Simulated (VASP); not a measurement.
A run of VASP 6.6.1 is set up as follows.

INCAR

```
  PREC = Accurate
  ENCUT = 520
  EDIFF = 1E-6
  ISMEAR = -1
  SIGMA = 0.03
  LREAL = False
  LASPH = True
  NELM = 60
  ALGO = Normal
  ISIF = 2
  LWAVE = False
  LCHARG = False
  GGA = PS
  NBANDS = 19
```

File KPOINTS:

```
regular mesh
0
Gamma
  16 16 8
```

The input POSCAR:

```
Zn
1.0
    2.6824462367      0.0000000000      0.0000000000
   -1.3412231184      2.3230665853      0.0000000000
    0.0000000000      0.0000000000      4.9794605574
Zn
2
Direct
    0.3333333333      0.6666666667      0.2500000000
    0.6666666667      0.3333333333      0.7500000000
```

Potentials or basis: VASP PAW PBE potentials, release 64 (Zn).

The run is started by

```console
$ cat potpaw_PBE.64/Zn/POTCAR > POTCAR
$ mpirun -np 1 vasp_std > vasp.out
```

Problem. Predict the band gap on the k mesh.

Solution. Zero (band 12 reaches 4.03 eV, above the bottom of band 13 at -0.25 eV).

Problem. Estimate the pressure.

Solution. -6.3 GPa.

Stress tensor (GPa, compression positive):
```
-6.64  0.00  0.00
 0.00 -6.64  0.00
 0.00  0.00 -5.77
```

Caveat: the PAW data sets were made with another functional, which shifts forces and pressure a little.
